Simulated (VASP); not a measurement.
# SnO (Pmn2_1) in VASP: further runs

Aim: see how the results for SnO move with the level of theory and the settings. Levels: PBEsol, PBEsol+D3(BJ), LDA. Tasks: relaxation of cell and atoms, single point.

Everything below comes from runs of VASP 6.6.1. Logs are shortened: lines on timing, memory, paths and dates and some standing lists are left out, and cuts for length are marked.

**1. The cell of the first run**

Symmetry: Pmn2_1, No. 31, orthorhombic system. The conventional cell has a = 3.355 Å, b = 5.674 Å, c = 4.222 Å, α = 90.00°, β = 90.00°, γ = 90.00°. Sn (site symmetry m) has 3 O at 2.15 to 2.16 Å within 2.8 Å. Within 2.8 Å of O (site symmetry m) lie 3 Sn at 2.15 to 2.16 Å.

**2. Relaxation of cell and atoms, PBEsol**

Contents of INCAR:

```
ALGO = Normal
EDIFF = 1E-6
EDIFFG = -0.03
ENCUT = 600
GGA = PS
IBRION = 2
ISIF = 3
ISMEAR = 0
LASPH = True
LCHARG = False
LREAL = False
LWAVE = False
NELM = 80
NSW = 80
PREC = Accurate
SIGMA = 0.01
```

Contents of KPOINTS:

```
k-points
0
Gamma
  6 4 6
```

Contents of POSCAR:

```
SnO
1.0
    3.3550050000      0.0000000000      0.0000000000
    0.0000000000      5.6741040000      0.0000000000
    0.0000000000      0.0000000000      4.2219700000
Sn O
2 2
Direct
    0.0000000000      0.2319090000      0.5131440000
    0.5000000000      0.7680910000      0.0131440000
    0.0000000000      0.8912500000      0.7368570000
    0.5000000000      0.1087500000      0.2368570000
```

Potentials or basis: VASP PAW PBE potentials, release 64 (Sn_d, O).

On the command line:

```bash
> cat potpaw_PBE.64/Sn_d/POTCAR potpaw_PBE.64/O/POTCAR > POTCAR
> mpirun -np 1 vasp_std > vasp.out
```

OUTCAR:

```text
EDIFF = 1E-6
   EDIFFG = -0.03
   ENCUT = 600
   GGA = PS
   IBRION = 2
   ISIF = 3
   ISMEAR = 0
   LASPH = True
   LREAL = False
   NELM = 80
   NSW = 80
   PREC = Accurate

 ion  position               nearest neighbor table
   1  0.000  0.232  0.513-   3 2.15   4 2.16   4 2.16
   2  0.500  0.768  0.013-   4 2.15   3 2.16   3 2.16
   3  0.000  0.891  0.737-   1 2.15   2 2.16   2 2.16
   4  0.500  0.109  0.237-   2 2.15   1 2.16   1 2.16

  LATTYP: Found a simple orthorhombic cell.
 ALAT       =     3.3550050000
 B/A-ratio  =     1.2584094510
 C/A-ratio  =     1.6912356315

  Lattice vectors:

 A1 = (  -3.3550050000,   0.0000000000,   0.0000000000)
 A2 = (   0.0000000000,   0.0000000000,   4.2219700000)
 A3 = (   0.0000000000,   5.6741040000,   0.0000000000)

Analysis of symmetry for initial positions (statically):
=====================================================================
 Subroutine PRICEL returns:
 Original cell was already a primitive cell.

 Routine SETGRP: Setting up the symmetry group for a
 simple orthorhombic supercell.

 Subroutine GETGRP returns: Found  4 space group operations
 (whereof  2 operations were pure point group operations)
 out of a pool of  8 trial point group operations.

The static configuration has the point symmetry C_1h.
 The point group associated with its full space group is C_2v.

Analysis of symmetry for dynamics (positions and initial velocities):
=====================================================================
 Subroutine PRICEL returns:
 Original cell was already a primitive cell.

 Routine SETGRP: Setting up the symmetry group for a
 simple orthorhombic supercell.

 Subroutine GETGRP returns: Found  4 space group operations
 (whereof  2 operations were pure point group operations)
 out of a pool of  8 trial point group operations.

The dynamic configuration has the point symmetry C_1h.
 The point group associated with its full space group is C_2v.

 Subroutine INISYM returns: Found  4 space group operations
 (whereof  2 operations are pure point group operations),
 and found     1 'primitive' translations

----------------------------------------------------------------------------------------

                                     Primitive cell

  volume of cell :      80.3722

  direct lattice vectors                    reciprocal lattice vectors
     3.355005000  0.000000000  0.000000000     0.298062149  0.000000000  0.000000000
     0.000000000  5.674104000  0.000000000     0.000000000  0.176239279  0.000000000
     0.000000000  0.000000000  4.221970000     0.000000000  0.000000000  0.236856254

  length of vectors
     3.355005000  5.674104000  4.221970000     0.298062149  0.176239279  0.236856254

  position of ions in fractional coordinates (direct lattice)
     0.000000000  0.231909000  0.513144000
     0.500000000  0.768091000  0.013144000
     0.000000000  0.891250000  0.736857000
     0.500000000  0.108750000  0.236857000

  ion indices of the primitive-cell ions
   primitive index   ion index
                 1           1
                 2           2
                 3           3
                 4           4

----------------------------------------------------------------------------------------

 KPOINTS: k-points

Automatic generation of k-mesh.
 Grid dimensions read from file:
 generate k-points for:    6    4    6

 Generating k-lattice:

  Cartesian coordinates                     Fractional coordinates (reciprocal lattice)
     0.049677025  0.000000000  0.000000000     0.166666667  0.000000000  0.000000000
     0.000000000  0.044059820  0.000000000     0.000000000  0.250000000  0.000000000
     0.000000000  0.000000000  0.039476042     0.000000000  0.000000000  0.166666667

  Length of vectors
     0.049677025  0.044059820  0.039476042

  Shift w.r.t. Gamma in fractional coordinates (k-lattice)
     0.000000000  0.000000000  0.000000000

 Subroutine IBZKPT returns following result:
 ===========================================

 Found     48 irreducible k-points:

 Following reciprocal coordinates:
            Coordinates               Weight
  0.000000  0.000000  0.000000      1.000000
  0.166667  0.000000  0.000000      2.000000
  0.333333  0.000000  0.000000      2.000000
  0.500000  0.000000  0.000000      1.000000
  0.000000  0.250000  0.000000      2.000000
  0.166667  0.250000  0.000000      4.000000
[... 16 lines left out ...]
  0.333333  0.500000  0.166667      4.000000
  0.500000  0.500000  0.166667      2.000000
 [... further k-points ...]
   k-points           NKPTS =     48   k-points in BZ     NKDIM =     48   number of bands    NBANDS=     24
   number of dos      NEDOS =    301   number of ions     NIONS =      4
   total plane-waves  NPLWV =  48384
   dimension x,y,z NGX =    28 NGY =   48 NGZ =   36
   dimension x,y,z NGXF=    56 NGYF=   96 NGZF=   72
   ions per type =               2   2
   NGX,Y,Z   is equivalent  to a cutoff of  13.87, 14.06, 14.18 a.u.
   NGXF,Y,Z  is equivalent  to a cutoff of  27.75, 28.13, 28.35 a.u.
 SYSTEM =  unknown system
   PREC   = accura    normal or accurate (medium, high low for compatibility)
   ISTART =      0    job   : 0-new  1-cont  2-samecut
   ICHARG =      2    charge: 1-file 2-atom 10-const
   ISPIN  =      1    spin polarized calculation?
   LNONCOLLINEAR =      F non collinear calculations
   LSORBIT =      F    spin-orbit coupling
   LASPH  =      T    aspherical Exc in radial PAW
   ENCUT  =  600.0 eV  44.10 Ry    6.64 a.u.   6.70 11.33  8.43*2*pi/ulx,y,z
   NELM   =     80;   NELMIN=  2; NELMDL= -5     # of ELM steps
   EDIFF  = 0.1E-05   stopping-criterion for ELM
   LREAL  =      F    real-space projection
   EDIFFG = -.3E-01   stopping-criterion for IOM
   NSW    =     80    number of steps for IOM
   IBRION =      2    ionic relax: 0-MD 1-quasi-New 2-CG
   NFREE  =      1    steps in history (QN), initial steepest desc. (CG)
   ISIF   =      3    stress and relaxation
   ISYM   =      2    0-nonsym 1-usesym 2-fastsym
   POTIM  = 0.5000    time-step for ionic-motion
   TEBEG  =    0.0;   TEEND  =   0.0 temperature during run
   PSTRESS=    0.0 pullay stress
   NELECT =      40.0000    total number of electrons
   NUPDOWN=      -1.0000    fix difference up-down
   EMIN   =  10.00;   EMAX   =-10.00  energy-range for DOS
   EFERMI =   0.00;   METHOD = LEGACY
   ISMEAR =     0;   SIGMA  =   0.01  broadening in eV -4-tet -1-fermi 0-gaus
   EFERMI_NEDOS =   21; number of points for ismear=-14 and -15
   IALGO  =     38    algorithm
   IMIX   =      4    mixing-type and parameters
     AMIX     =   0.40;   BMIX     =  1.00
     AMIX_MAG =   1.60;   BMIX_MAG =  1.00
  volume/ion in A,a.u.               =      20.09       135.59
  Fermi-wavevector in a.u.,A,eV,Ry     =   1.297357  2.451650 22.900458  1.683136
  Thomas-Fermi vector in A             =   2.428755
   LORBIT       =      0    0 simple, 1 ext, 2 COOP (PROOUT), +10 PAW based schemes
   GGA     = PS    functional components
   LHFCALC =     F    Hartree Fock is set to
   AEXX    =    0.0000 exact exchange contribution
   IVDW    =     0    specifies the selected vdW correction
   LEPSILON=     F    determine dielectric tensor
   LRPA    =     F    only Hartree local field effects (RPA)
 conjugate gradient relaxation of ions
 non-spin polarized calculation
 Gauss-broadening in eV      SIGMA  =   0.01
  energy-cutoff  :      600.00
  volume of cell :       80.37
 maximum number of plane-waves:      2719
 NGX is ok and might be reduce to    28
   NGX = 13   NGY = 23   NGZ = 17

--------------------------------------- Ionic step        1  -------------------------------------------

 number of electron      40.0000004 magnetization

 Free energy of the ion-electron system (eV)
  ---------------------------------------------------
  ext. energy  EPLUGINS =         0.00000000
  ---------------------------------------------------
  free energy    TOTEN  =       -23.80102181 eV

  energy without entropy =      -23.80102181  energy(sigma->0) =      -23.80102181

------------------------ aborting loop because EDIFF is reached ----------------------------------------

  FORCE on cell =-STRESS in cart. coord.  units (eV):
  Direction    XX          YY          ZZ          XY          YZ          ZX
  --------------------------------------------------------------------------------------
  -------------------------------------------------------------------------------------
  Total       -1.7958604     -1.3199848     -1.2998315      0.0000000      0.0000000      0.0000000
  in kB      -35.7995486    -26.3132146    -25.9114696      0.0000000      0.0000000      0.0000000
  external PRESSURE =     -29.3414110 kB  Pullay stress =       0.0000000 kB
[... 95 lines left out ...]
  FREE ENERGIE OF THE ION-ELECTRON SYSTEM (eV)
  ---------------------------------------------------
  free  energy   TOTEN  =       -23.8262645573 eV

  energy  without entropy=      -23.8262645573  energy(sigma->0) =      -23.82626456

 E-fermi :   5.2428     XC(G=0):  -9.9866

 val. band max:        5.1925366924   @ k =   0.1667   0.0000   0.0000
 cond. band min:       6.7249228620   @ k =   0.3333   0.5000   0.0000
 fundamental gap:      1.5323861696
 Fermi energy:         5.2427738231

 k-point     1 :       0.0000    0.0000    0.0000
  band No.  band energies     occupation
      1     -16.0556      2.00000
      2     -15.6736      2.00000
      3     -15.5660      2.00000
      4     -15.5290      2.00000
      5     -15.4994      2.00000
      6     -15.4710      2.00000
[... 637 lines left out ...]
     23      10.8387      0.00000
     24      10.8387      0.00000

 [... further k-points ...]

[... ionic steps 4 to 25 ...]

--------------------------------------- Ionic step       26  -------------------------------------------

 number of electron      40.0000009 magnetization

------------------------ aborting loop because EDIFF is reached ----------------------------------------
[... 71 lines left out ...]
--------------------------------------- Ionic step       28  -------------------------------------------

 number of electron      40.0000002 magnetization

 Free energy of the ion-electron system (eV)
  ---------------------------------------------------
  ext. energy  EPLUGINS =         0.00000000
  ---------------------------------------------------
  free energy    TOTEN  =       -23.84654750 eV

  energy without entropy =      -23.84654750  energy(sigma->0) =      -23.84654750

 E-fermi :   5.8396     XC(G=0): -10.3389

 val. band max:        5.7974988156   @ k =   0.0000   0.0000   0.0000
 cond. band min:       7.2244856580   @ k =   0.3333   0.5000   0.0000
 fundamental gap:      1.4269868424
 Fermi energy:         5.8396073054

 k-point     1 :       0.0000    0.0000    0.0000
  band No.  band energies     occupation
      1     -15.3884      2.00000
      2     -15.0410      2.00000
      3     -14.9661      2.00000
      4     -14.9070      2.00000
      5     -14.8790      2.00000
      6     -14.8692      2.00000
[... 637 lines left out ...]
     23      11.4769      0.00000
     24      11.4769      0.00000

 [... further k-points ...]
[... 5 lines left out ...]
  --------------------------------------------------------------------------------------
  -------------------------------------------------------------------------------------
  Total        0.0775501     -0.0299877     -0.0293052      0.0000000      0.0000000      0.0000000
  in kB        1.7144160     -0.6629449     -0.6478569      0.0000000      0.0000000      0.0000000
  external PRESSURE =       0.1345381 kB  Pullay stress =       0.0000000 kB
[... 19 lines left out ...]
  FREE ENERGIE OF THE ION-ELECTRON SYSTEM (eV)
  ---------------------------------------------------
  free  energy   TOTEN  =       -23.8465474984 eV

  energy  without entropy=      -23.8465474984  energy(sigma->0) =      -23.84654750

 reached required accuracy - stopping structural energy minimisation
```

Wall time 14 min (1 thread of Intel Xeon 6975P-C (Granite Rapids), shared host); peak memory 0.25 GiB.

What came out:

```
Free energy                           : -23.8465 eV
Relaxed volume                        : 18.12 Å³/atom
Relaxed cell                          : a = 3.309 Å, b = 5.712 Å, c = 3.834 Å, α = 90.00°, β = 90.00°, γ = 90.00°
Space group after relaxing (to 0.1 Å) : Pmn2_1 (No. 31)
Energy gained by relaxing             : 11.4 meV/atom
Ionic steps                           : 28
Pressure after relaxing               : 0.0 GPa
Largest force after relaxing          : 0.017 eV/Å
Band gap on the k mesh                : 1.43 eV (least direct gap 2.10 eV)
```

Forces on the atoms (eV/Å):
```
Sn   0.000 -0.013 -0.011
Sn   0.000  0.013 -0.011
O    0.000  0.001  0.011
O    0.000 -0.001  0.011
```

Stress tensor (GPa, compression positive):
```
 0.17  0.00  0.00
 0.00 -0.07  0.00
 0.00  0.00 -0.06
```

Step by step:
| step | energy change (eV) | largest force (eV/Å) | pressure (GPa) | volume (Å³) |
| --- | --- | --- | --- | --- |
| 1 | 0.0000 | 0.3520 | -2.93 | 80.37 |
| 2 | -0.0030 | 0.7397 | 2.65 | 76.17 |
| 3 | -0.0252 | 0.1897 | -0.20 | 78.15 |
| 4 | -0.0298 | 0.1275 | -0.17 | 77.67 |
| 5 | -0.0326 | 0.0408 | -0.13 | 77.00 |
| 6 | -0.0327 | 0.0389 | -0.11 | 76.87 |
| 7 | -0.0337 | 0.0406 | -0.04 | 76.58 |
| 8 | -0.0356 | 0.0544 | 0.20 | 75.71 |
| 9 | -0.0345 | 0.1081 | 0.72 | 73.98 |
| 10 | -0.0360 | 0.0728 | 0.35 | 75.13 |
| 11 | -0.0366 | 0.0593 | 0.09 | 75.12 |
| 12 | -0.0367 | 0.0630 | -0.19 | 75.10 |
| 13 | -0.0367 | 0.0534 | -0.10 | 75.10 |
| 14 | -0.0370 | 0.0506 | -0.09 | 75.04 |
| 15 | -0.0377 | 0.0465 | -0.11 | 74.85 |
| 16 | -0.0389 | 0.0423 | -0.08 | 74.46 |
| 17 | -0.0399 | 0.0549 | -0.07 | 73.69 |
| 18 | -0.0405 | 0.0540 | -0.04 | 73.51 |
| 19 | -0.0420 | 0.0559 | 0.09 | 72.95 |
| 20 | -0.0423 | 0.0785 | 0.38 | 71.84 |
| 21 | -0.0427 | 0.0659 | 0.23 | 72.37 |
| 22 | -0.0433 | 0.0799 | -0.14 | 72.49 |
| 23 | -0.0433 | 0.0821 | -0.18 | 72.49 |
| 24 | -0.0440 | 0.0537 | -0.07 | 72.42 |
| 25 | -0.0441 | 0.0885 | 0.30 | 72.19 |
| 26 | -0.0444 | 0.0580 | 0.18 | 72.29 |
| 27 | -0.0450 | 0.0406 | 0.11 | 72.35 |
| 28 | -0.0455 | 0.0172 | 0.01 | 72.47 |

Final structure:
```
CELL_PARAMETERS angstrom
3.30931 0.00000 0.00000
0.00000 5.71241 0.00000
0.00000 0.00000 3.83371
ATOMIC_POSITIONS crystal
Sn 0.00000 0.23522 0.53131
Sn 0.50000 0.76478 0.03131
O 0.00000 0.88284 0.71869
O 0.50000 0.11716 0.21869
```

Levels at points of the mesh, in eV from the valence-band top:
```
           k point  band 17  band 18  band 19  band 20  band 21  band 22  band 23  band 24
(0.00, 0.00, 0.00)    -3.83    -2.69    -2.26     0.00     3.21     3.42     6.36     6.37
(0.50, 0.00, 0.00)    -2.78    -2.78    -1.26    -1.26     2.43     2.43     5.82     5.82
(0.00, 0.50, 0.00)    -4.03    -2.72    -1.91    -1.58     3.25     4.56     5.18     5.63
(0.50, 0.50, 0.00)    -2.78    -2.78    -1.12    -1.12     1.95     1.95     6.38     6.38
(0.00, 0.00, 0.50)    -3.26    -3.26    -1.46    -1.46     2.48     2.48     5.53     5.53
(0.50, 0.00, 0.50)    -3.63    -3.63    -1.26    -1.26     2.17     2.17     4.59     4.59
(0.00, 0.50, 0.50)    -3.11    -3.11    -1.53    -1.53     1.95     1.95     5.97     5.97
(0.50, 0.50, 0.50)    -3.90    -3.90    -0.49    -0.49     2.36     2.36     4.18     4.18
```

Caveat: the PAW data sets were made with another functional, which shifts forces and pressure a little; spin-orbit coupling is left out, which moves the levels of the heavy elements.

**3. Single point, PBEsol+D3(BJ)**

This run uses another cell than the first one, of 16.81 Å³/atom.

Contents of INCAR:

```
SYSTEM = SnO
PREC = Accurate
ENCUT = 520
EDIFF = 1E-7
ISMEAR = 0
SIGMA = 0.01
LREAL = .FALSE.
LASPH = .TRUE.
NELM = 80
ALGO = Normal
ISIF = 2
LWAVE = .FALSE.
LCHARG = .FALSE.
GGA = PS
IVDW = 12
NBANDS = 28
```

Contents of KPOINTS:

```
Automatic mesh
0
G
  6 4 6
  0 0 0
```

Contents of POSCAR:

```
SnO
1.0
    3.2977055440      0.0000000000      0.0000000000
    0.0000000000      5.6037217297      0.0000000000
    0.0000000000      0.0000000000      3.6381645132
Sn O
2 2
Direct
    0.0000000000      0.2421948285      0.5420065171
    0.5000000000      0.7578051715      0.0420065171
    0.0000000000      0.8769242413      0.7079944829
    0.5000000000      0.1230757587      0.2079944829
```

Potentials or basis: VASP PAW PBE potentials, release 64 (Sn_d, O).

On the command line:

```bash
> cat potpaw_PBE.64/Sn_d/POTCAR potpaw_PBE.64/O/POTCAR > POTCAR
> mpirun -np 1 vasp_std > vasp.out
```

It took 48 s on 1 thread of Intel Xeon Platinum 8559C (Emerald Rapids), shared host; peak memory 0.22 GiB.

The run converged. Its results:

| Property | Result |
| --- | --- |
| Free energy | -24.6952 eV |
| Pressure | 0.3 GPa |
| Largest force | 0.091 eV/Å |
| Band gap on the k mesh | 1.14 eV (least direct gap 1.76 eV) |
| Dispersion energy per atom | -0.224 eV |

Forces in eV/Å, atoms in the order of the input:
```
Sn   0.000  0.086  0.031
Sn   0.000 -0.086  0.031
O    0.000 -0.002 -0.031
O    0.000  0.002 -0.031
```

Stress tensor (GPa, compression positive):
```
0.30 0.00 0.00
0.00 0.35 0.00
0.00 0.00 0.12
```

Levels at points of the mesh, in eV from the valence-band top:
| k point | band 17 | band 18 | band 19 | band 20 | band 21 | band 22 | band 23 | band 24 |
| --- | --- | --- | --- | --- | --- | --- | --- | --- |
| (0.00, 0.00, 0.00) | -4.08 | -2.85 | -2.47 | 0.00 | 3.22 | 3.80 | 6.56 | 6.84 |
| (0.50, 0.00, 0.00) | -3.00 | -3.00 | -1.37 | -1.37 | 2.41 | 2.41 | 5.94 | 5.94 |
| (0.00, 0.50, 0.00) | -3.97 | -2.90 | -2.19 | -1.78 | 3.20 | 4.83 | 5.32 | 6.03 |
| (0.50, 0.50, 0.00) | -2.95 | -2.95 | -1.40 | -1.40 | 2.02 | 2.02 | 6.34 | 6.34 |
| (0.00, 0.00, 0.50) | -3.39 | -3.39 | -1.43 | -1.43 | 2.33 | 2.33 | 5.81 | 5.81 |
| (0.50, 0.00, 0.50) | -3.98 | -3.98 | -1.60 | -1.60 | 1.99 | 1.99 | 4.71 | 4.71 |
| (0.00, 0.50, 0.50) | -3.33 | -3.33 | -1.66 | -1.66 | 1.97 | 1.97 | 5.99 | 5.99 |
| (0.50, 0.50, 0.50) | -4.31 | -4.31 | -0.64 | -0.64 | 2.15 | 2.15 | 4.20 | 4.20 |

Caveat: the PAW data sets were made with another functional, which shifts forces and pressure a little; spin-orbit coupling is left out, which moves the levels of the heavy elements.

(Part 1 of 2 ends here.)
